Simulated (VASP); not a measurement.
A run of VASP 6.6.1 is set up as follows.

File INCAR:

```
SYSTEM = Al2Cu
ALGO = Normal
EDIFF = 1E-6
ENCUT = 520
ISIF = 2
ISMEAR = 0
LASPH = .True.
LCHARG = .False.
LREAL = .False.
LWAVE = .False.
NBANDS = 16
NELM = 80
PREC = Accurate
SIGMA = 0.1
```

KPOINTS

```
k-points
0
Gamma
  10 10 14
  0 0 0
```

POSCAR

```
Al2Cu
1.0
    4.0425050332      0.0000000000      0.0000000000
    0.0000000000      4.0425050332      0.0000000000
    0.0000000000      0.0000000000      2.8219637819
Al Cu
2 1
Direct
    0.5000000000      0.0000000000      0.5000000000
    0.0000000000      0.5000000000      0.5000000000
    0.0000000000      0.0000000000      0.0000000000
```

Potentials or basis: VASP PAW LDA potentials, release 64 (Al, Cu).

Command:

```bash
$ cat potpaw_LDA.64/Al/POTCAR potpaw_LDA.64/Cu/POTCAR > POTCAR
$ mpirun -np 1 vasp_std > vasp.out
```

What does it give for the pressure?

0.2 GPa.
